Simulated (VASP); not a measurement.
# GaN (I-4m2) in VASP: a series of runs

The runs below take GaN through single point, with PBEsol.

All numbers are computed with VASP 6.6.1; they aren't measurements. Logs are shortened: lines on timing, memory, paths and dates and some standing lists are left out, and cuts for length are marked.

## (1) The cell of the first run

The structure is tetragonal, space group I-4m2 (No. 119). Conventional cell: a = 3.149 Å, b = 3.149 Å, c = 4.546 Å, α = 90.00°, β = 90.00°, γ = 90.00°. Ga (site symmetry -4m2) has 4 N at 1.94 Å within 2.6 Å. N (site symmetry -4m2) has 4 Ga at 1.94 Å within 2.6 Å.

## (2) Single point, PBEsol (in-plane strain -0.01, then relaxed in part)

Input file INCAR:

```
SYSTEM = GaN
PREC = Accurate ; ENCUT = 520
EDIFF = 1E-6 ; ISMEAR = 0
SIGMA = 0.01 ; LREAL = .FALSE.
LASPH = .TRUE. ; NELM = 100
ALGO = Normal ; ISIF = 2
LWAVE = .FALSE. ; LCHARG = .TRUE.
GGA = PS ; LELF = .TRUE.
LVHAR = .TRUE. ; NBANDS = 16
```

Input file KPOINTS:

```
regular mesh
0
G
  10 10 10
  0 0 0
```

Input file POSCAR:

```
GaN
1.0
    2.2266458991      2.2266458991      0.0000000000
   -2.2266458991      2.2266458991      0.0000000000
    0.0000000000      2.2266458991      2.2727625366
Ga N
1 1
Direct
    0.0000000000      0.0000000000      0.0000000000
    0.2500000000      0.7500000000      0.5000000000
```

Potentials or basis: VASP PAW PBE potentials, release 64 (Ga_d, N).

Command:

```console
> cat potpaw_PBE.64/Ga_d/POTCAR potpaw_PBE.64/N/POTCAR > POTCAR
> mpirun -np 1 vasp_std > vasp.out
```

OUTCAR:

```text
SYSTEM = GaN
   PREC = Accurate
   ENCUT = 520
   EDIFF = 1E-6
   ISMEAR = 0
   LREAL = .FALSE.
   LASPH = .TRUE.
   NELM = 100
   ISIF = 2
   GGA = PS

 ion  position               nearest neighbor table
   1  0.000  0.000  0.000-   2 1.94   2 1.94   2 1.94   2 1.94
   2  0.250  0.750  0.500-   1 1.94   1 1.94   1 1.94   1 1.94

  LATTYP: Found a body centered tetragonal cell.
 ALAT       =     3.1489528291
 C/A-ratio  =     1.4435037042

  Lattice vectors:

 A1 = (   2.2266458991,   0.0000000000,  -2.2727625366)
 A2 = (  -2.2266458991,   0.0000000000,  -2.2727625366)
 A3 = (   0.0000000000,   2.2266458991,   2.2727625366)

Analysis of symmetry for initial positions (statically):
=====================================================================
 Subroutine PRICEL returns:
 Original cell was already a primitive cell.

 Routine SETGRP: Setting up the symmetry group for a
 body centered tetragonal supercell.

 Subroutine GETGRP returns: Found  8 space group operations
 (whereof  8 operations were pure point group operations)
 out of a pool of 16 trial point group operations.

The static configuration has the point symmetry D_2d.

Analysis of symmetry for dynamics (positions and initial velocities):
=====================================================================
 Subroutine PRICEL returns:
 Original cell was already a primitive cell.

 Routine SETGRP: Setting up the symmetry group for a
 body centered tetragonal supercell.

 Subroutine GETGRP returns: Found  8 space group operations
 (whereof  8 operations were pure point group operations)
 out of a pool of 16 trial point group operations.

The dynamic configuration has the point symmetry D_2d.

 Subroutine INISYM returns: Found  8 space group operations
 (whereof  8 operations are pure point group operations),
 and found     1 'primitive' translations

----------------------------------------------------------------------------------------

                                     Primitive cell

  volume of cell :      22.5365

  direct lattice vectors                    reciprocal lattice vectors
     2.226645899  2.226645899  0.000000000     0.224552993  0.224552993 -0.219996587
    -2.226645899  2.226645899  0.000000000    -0.224552993  0.224552993 -0.219996587
     0.000000000  2.226645899  2.272762537     0.000000000  0.000000000  0.439993173

  length of vectors
     3.148952829  3.148952829  3.181729327     0.386324463  0.386324463  0.439993173

  position of ions in fractional coordinates (direct lattice)
     0.000000000  0.000000000  0.000000000
     0.250000000  0.750000000  0.500000000

  ion indices of the primitive-cell ions
   primitive index   ion index
                 1           1
                 2           2

----------------------------------------------------------------------------------------

 KPOINTS: regular mesh

Automatic generation of k-mesh.
 Grid dimensions read from file:
 generate k-points for:   10   10   10

 Generating k-lattice:

  Cartesian coordinates                     Fractional coordinates (reciprocal lattice)
     0.022455299  0.022455299 -0.021999659     0.100000000  0.000000000 -0.000000000
    -0.022455299  0.022455299 -0.021999659     0.000000000  0.100000000 -0.000000000
     0.000000000  0.000000000  0.043999317     0.000000000  0.000000000  0.100000000

  Length of vectors
     0.038632446  0.038632446  0.043999317

  Shift w.r.t. Gamma in fractional coordinates (k-lattice)
     0.000000000  0.000000000  0.000000000

 Subroutine IBZKPT returns following result:
 ===========================================

 Found    102 irreducible k-points:

 Following reciprocal coordinates:
            Coordinates               Weight
  0.000000  0.000000  0.000000      1.000000
  0.100000  0.000000  0.000000      8.000000
  0.200000  0.000000  0.000000      8.000000
  0.300000  0.000000  0.000000      8.000000
  0.400000  0.000000  0.000000      8.000000
  0.500000  0.000000  0.000000      4.000000
[... 16 lines left out ...]
  0.300000  0.300000  0.000000      8.000000
  0.400000  0.300000  0.000000     16.000000
 [... further k-points ...]
   k-points           NKPTS =    102   k-points in BZ     NKDIM =    102   number of bands    NBANDS=     16
   number of dos      NEDOS =    301   number of ions     NIONS =      2
   total plane-waves  NPLWV =  13824
   dimension x,y,z NGX =    24 NGY =   24 NGZ =   24
   dimension x,y,z NGXF=    48 NGYF=   48 NGZF=   48
   ions per type =               1   1
   NGX,Y,Z   is equivalent  to a cutoff of  12.67, 12.67, 12.54 a.u.
   NGXF,Y,Z  is equivalent  to a cutoff of  25.34, 25.34, 25.08 a.u.
 SYSTEM =  GaN
   PREC   = accura    normal or accurate (medium, high low for compatibility)
   ISTART =      0    job   : 0-new  1-cont  2-samecut
   ICHARG =      2    charge: 1-file 2-atom 10-const
   ISPIN  =      1    spin polarized calculation?
   LNONCOLLINEAR =      F non collinear calculations
   LSORBIT =      F    spin-orbit coupling
   LASPH  =      T    aspherical Exc in radial PAW
   ENCUT  =  520.0 eV  38.22 Ry    6.18 a.u.   5.85  5.85  5.92*2*pi/ulx,y,z
   NELM   =    100;   NELMIN=  2; NELMDL= -5     # of ELM steps
   EDIFF  = 0.1E-05   stopping-criterion for ELM
   LREAL  =      F    real-space projection
   EDIFFG = 0.1E-04   stopping-criterion for IOM
   NSW    =      0    number of steps for IOM
   IBRION =     -1    ionic relax: 0-MD 1-quasi-New 2-CG
   NFREE  =      0    steps in history (QN), initial steepest desc. (CG)
   ISIF   =      2    stress and relaxation
   ISYM   =      2    0-nonsym 1-usesym 2-fastsym
   POTIM  = 0.5000    time-step for ionic-motion
   TEBEG  =    0.0;   TEEND  =   0.0 temperature during run
   PSTRESS=    0.0 pullay stress
   NELECT =      18.0000    total number of electrons
   NUPDOWN=      -1.0000    fix difference up-down
   EMIN   =  10.00;   EMAX   =-10.00  energy-range for DOS
   EFERMI =   0.00;   METHOD = LEGACY
   ISMEAR =     0;   SIGMA  =   0.01  broadening in eV -4-tet -1-fermi 0-gaus
   EFERMI_NEDOS =   21; number of points for ismear=-14 and -15
   IALGO  =     38    algorithm
   IMIX   =      4    mixing-type and parameters
     AMIX     =   0.40;   BMIX     =  1.00
     AMIX_MAG =   1.60;   BMIX_MAG =  1.00
  volume/ion in A,a.u.               =      11.27        76.04
  Fermi-wavevector in a.u.,A,eV,Ry     =   1.518927  2.870356 31.390531  2.307139
  Thomas-Fermi vector in A             =   2.627982
   LORBIT       =      0    0 simple, 1 ext, 2 COOP (PROOUT), +10 PAW based schemes
   GGA     = PS    functional components
   LHFCALC =     F    Hartree Fock is set to
   AEXX    =    0.0000 exact exchange contribution
   IVDW    =     0    specifies the selected vdW correction
   LEPSILON=     F    determine dielectric tensor
   LRPA    =     F    only Hartree local field effects (RPA)
 non-spin polarized calculation
 Gauss-broadening in eV      SIGMA  =   0.01
  energy-cutoff  :      520.00
  volume of cell :       22.54
 maximum number of plane-waves:       620
   NGX = 11   NGY = 11   NGZ = 11

 number of electron      18.0000012 magnetization

 Free energy of the ion-electron system (eV)
  ---------------------------------------------------
  ext. energy  EPLUGINS =         0.00000000
  ---------------------------------------------------
  free energy    TOTEN  =       -13.11894491 eV

  energy without entropy =      -13.11894491  energy(sigma->0) =      -13.11894491

 E-fermi :   5.4080     XC(G=0): -11.9856

 val. band max:        5.3529234880   @ k =   0.0000   0.0000   0.0000
 cond. band min:       7.1000797409   @ k =   0.0000   0.0000   0.0000
 fundamental gap:      1.7471562529
 Fermi energy:         5.4079699452

 k-point     1 :       0.0000    0.0000    0.0000
  band No.  band energies     occupation
      1     -10.7463      2.00000
      2      -8.1145      2.00000
      3      -8.0914      2.00000
      4      -8.0914      2.00000
      5      -7.7594      2.00000
      6      -7.7575      2.00000
[... 8 lines left out ...]
     15      23.6794      0.00000
     16      24.3641      0.00000

 k-point     2 :       0.1000    0.0000    0.0000
  band No.  band energies     occupation
      1     -10.6298      2.00000
      2      -8.0954      2.00000
      3      -8.0771      2.00000
      4      -8.0597      2.00000
      5      -7.7602      2.00000
      6      -7.7595      2.00000
[... 8 lines left out ...]
     15      22.9850      0.00000
     16      23.0704      0.00000

 k-point     3 :       0.2000    0.0000    0.0000
  band No.  band energies     occupation
      1     -10.3331      2.00000
      2      -8.0594      2.00000
      3      -8.0435      2.00000
      4      -7.9070      2.00000
      5      -7.7601      2.00000
      6      -7.7569      2.00000
[... 8 lines left out ...]
     15      22.0923      0.00000
     16      22.2162      0.00000

 k-point     4 :       0.3000    0.0000    0.0000
  band No.  band energies     occupation
      1     -10.0099      2.00000
      2      -8.0297      2.00000
      3      -8.0134      2.00000
      4      -7.7483      2.00000
      5      -7.7413      2.00000
      6      -7.5142      2.00000
[... 8 lines left out ...]
     15      22.5811      0.00000
     16      22.6182      0.00000

 k-point     5 :       0.4000    0.0000    0.0000
  band No.  band energies     occupation
      1      -9.8111      2.00000
      2      -8.0171      2.00000
      3      -8.0004      2.00000
      4      -7.7266      2.00000
      5      -7.7150      2.00000
      6      -6.8896      2.00000
[... 8 lines left out ...]
     15      23.9936      0.00000
     16      24.0535      0.00000

 k-point     6 :       0.5000    0.0000    0.0000
  band No.  band energies     occupation
      1      -9.7526      2.00000
      2      -8.0149      2.00000
      3      -7.9981      2.00000
      4      -7.7154      2.00000
      5      -7.7023      2.00000
      6      -6.5073      2.00000
[... 8 lines left out ...]
     15      25.0137      0.00000
     16      25.0823      0.00000

 k-point     7 :       0.1000    0.1000    0.0000
  band No.  band energies     occupation
      1     -10.4548      2.00000
      2      -8.0728      2.00000
      3      -8.0508      2.00000
      4      -7.9925      2.00000
      5      -7.7708      2.00000
      6      -7.7493      2.00000
[... 8 lines left out ...]
     15      21.8001      0.00000
     16      24.4105      0.00000

 k-point     8 :       0.2000    0.1000    0.0000
  band No.  band energies     occupation
      1     -10.1518      2.00000
      2      -8.0362      2.00000
      3      -8.0198      2.00000
      4      -7.8091      2.00000
      5      -7.7726      2.00000
      6      -7.6859      2.00000
[... 8 lines left out ...]
     15      21.7086      0.00000
     16      24.3596      0.00000

 k-point     9 :       0.3000    0.1000    0.0000
  band No.  band energies     occupation
      1      -9.8832      2.00000
      2      -8.0096      2.00000
      3      -7.9984      2.00000
      4      -7.7593      2.00000
      5      -7.7425      2.00000
      6      -7.2324      2.00000
[... 8 lines left out ...]
     15      21.9300      0.00000
     16      24.4877      0.00000
[... 172 lines left out ...]
 k-point    19 :       0.5000    0.2000    0.0000
  band No.  band energies     occupation
      1      -9.6687      2.00000
      2      -7.9893      2.00000
      3      -7.9271      2.00000
      4      -7.8089      2.00000
      5      -7.7015      2.00000
      6      -6.3931      2.00000
[... 8 lines left out ...]
     15      25.5620      0.00000
     16      26.0853      0.00000

 k-point    20 :      -0.4000    0.2000   -0.0000
  band No.  band energies     occupation
      1      -9.7630      2.00000
      2      -7.9820      2.00000
      3      -7.9321      2.00000
      4      -7.8539      2.00000
      5      -7.7013      2.00000
      6      -6.9946      2.00000
[... 8 lines left out ...]
     15      25.5561      0.00000
     16      26.3441      0.00000

 k-point    21 :      -0.3000    0.2000   -0.0000
  band No.  band energies     occupation
      1      -9.9591      2.00000
      2      -7.9833      2.00000
      3      -7.9563      2.00000
      4      -7.8957      2.00000
      5      -7.7162      2.00000
      6      -7.5189      2.00000
[... 8 lines left out ...]
     15      25.6424      0.00000
     16      26.3149      0.00000

 k-point    22 :      -0.2000    0.2000    0.0000
  band No.  band energies     occupation
      1     -10.1995      2.00000
      2      -8.0081      2.00000
      3      -7.9931      2.00000
      4      -7.9574      2.00000
      5      -7.7410      2.00000
      6      -7.7252      2.00000
[... 8 lines left out ...]
     15      25.9192      0.00000
     16      26.5989      0.00000

 k-point    23 :       0.3000    0.3000    0.0000
  band No.  band energies     occupation
      1      -9.6353      2.00000
      2      -7.9879      2.00000
      3      -7.8957      2.00000
      4      -7.7929      2.00000
      5      -7.7524      2.00000
      6      -6.2406      2.00000
[... 8 lines left out ...]
     15      23.0642      0.00000
     16      27.9027      0.00000

 k-point    24 :       0.4000    0.3000    0.0000
  band No.  band energies     occupation
      1      -9.5944      2.00000
      2      -7.9822      2.00000
      3      -7.8625      2.00000
      4      -7.8192      2.00000
      5      -7.7216      2.00000
      6      -5.9784      2.00000
[... 8 lines left out ...]
     15      25.0734      0.00000
     16      28.0973      0.00000

 [... further k-points ...]
[... 5 lines left out ...]
  --------------------------------------------------------------------------------------
  -------------------------------------------------------------------------------------
  Total        0.3471841      0.3471841     -0.0271446      0.0000000      0.0000000     -0.0000000
  in kB       24.6822085     24.6822085     -1.9297828      0.0000000      0.0000000     -0.0000000
  external PRESSURE =      15.8115447 kB  Pullay stress =       0.0000000 kB

 VOLUME and BASIS-vectors are now :
 -----------------------------------------------------------------------------
  energy-cutoff  :      520.00
  volume of cell :       22.54
      direct lattice vectors                 reciprocal lattice vectors
     2.226645899  2.226645899  0.000000000     0.224552993  0.224552993 -0.219996587
    -2.226645899  2.226645899  0.000000000    -0.224552993  0.224552993 -0.219996587
     0.000000000  2.226645899  2.272762537     0.000000000  0.000000000  0.439993173

 POSITION                                       TOTAL-FORCE (eV/Angst)
 -----------------------------------------------------------------------------------
      0.00000      0.00000      0.00000        -0.000000      0.000000      0.000000
     -1.11332      3.33997      1.13638         0.000000     -0.000000      0.000000
 -----------------------------------------------------------------------------------
    total drift:                                0.000002      0.000000     -0.000000

  FREE ENERGIE OF THE ION-ELECTRON SYSTEM (eV)
  ---------------------------------------------------
  free  energy   TOTEN  =       -13.1189449071 eV

  energy  without entropy=      -13.1189449071  energy(sigma->0) =      -13.11894491
```

Run time: 76 s. Hardware: 1 thread of AMD EPYC 7R13, shared host; peak memory 0.13 GiB.

Results:

* Free energy: -13.1189 eV
* Pressure: 1.6 GPa
* Band gap on the k mesh: 1.75 eV, direct

Stress tensor (GPa, compression positive):
```
 2.47  0.00  0.00
 0.00  2.47  0.00
 0.00  0.00 -0.19
```

Levels at points of the mesh, in eV from the valence-band top:
| k point | band 7 | band 8 | band 9 | band 10 | band 11 | band 12 |
| --- | --- | --- | --- | --- | --- | --- |
| (0.00, 0.00, 0.00) | -0.10 | 0.00 | 0.00 | 1.75 | 10.25 | 10.25 |
| (0.50, 0.00, 0.00) | -7.25 | -1.11 | -0.95 | 4.62 | 8.68 | 10.17 |
| (0.50, 0.50, 0.00) | -6.20 | -2.88 | -2.87 | 3.15 | 6.51 | 11.75 |
| (0.00, 0.00, 0.50) | -6.43 | -2.71 | -2.71 | 3.29 | 6.84 | 11.46 |

Caveat: the cell differs from its parent crystal (in-plane strain -0.01, then relaxed in part); the PAW data sets were made with another functional, which shifts forces and pressure a little.

(Part 1 of 2 ends here.)
